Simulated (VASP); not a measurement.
A run of VASP 6.6.1 is set up as follows.

Contents of INCAR:

```
SYSTEM = AlB2N3
  PREC = Accurate
  ENCUT = 520
  EDIFF = 1E-6
  ISMEAR = 0
  SIGMA = 0.1
  LREAL = .False.
  LASPH = .True.
  NELM = 80
  ALGO = Normal
  ISIF = 2
  LWAVE = .False.
  LCHARG = .True.
  GGA = PE
  LELF = .True.
  LVHAR = .True.
  NBANDS = 21
```

KPOINTS

```
regular mesh
0
Gamma
  6 6 4
  0 0 0
```

File POSCAR:

```
AlB2N3
1.0
    2.6234101758      0.0000000000      0.0000000000
   -1.3117050879      2.2719398568      0.0000000000
    0.0000000000      0.0000000000      6.4404144009
Al B N
1 2 3
Direct
    0.0000000000      0.0000000000      0.0000000000
    0.3333333333      0.6666666667      0.6597883566
    0.6666666667      0.3333333333      0.3402116434
    0.6666666667      0.3333333333      0.8087914423
    0.3333333333      0.6666666667      0.1912085577
    0.0000000000      0.0000000000      0.5000000000
```

Potentials or basis: VASP PAW PBE potentials, release 64 (Al, B, N).

Command:

```sh
$ cat potpaw_PBE.64/Al/POTCAR potpaw_PBE.64/B/POTCAR potpaw_PBE.64/N/POTCAR > POTCAR
$ mpirun -np 1 vasp_std > vasp.out
```

Question: What does it give for the largest force?

Answer: 0.004 eV/Å.

Question: What does it give for the pressure?

Answer: -0.2 GPa.

Question: Predict the band gap on the k mesh.

Answer: 1.69 eV, indirect (least direct gap 2.80 eV).

Forces in eV/Å, atoms in the order of the input:
```
Al   0.000  0.000  0.000
B    0.000  0.000  0.003
B    0.000  0.000 -0.003
N    0.000  0.000  0.004
N    0.000  0.000 -0.004
N    0.000  0.000  0.000
```

Caveat: the k points lie up to 0.46 Å⁻¹ apart. A k mesh can miss the band edges.
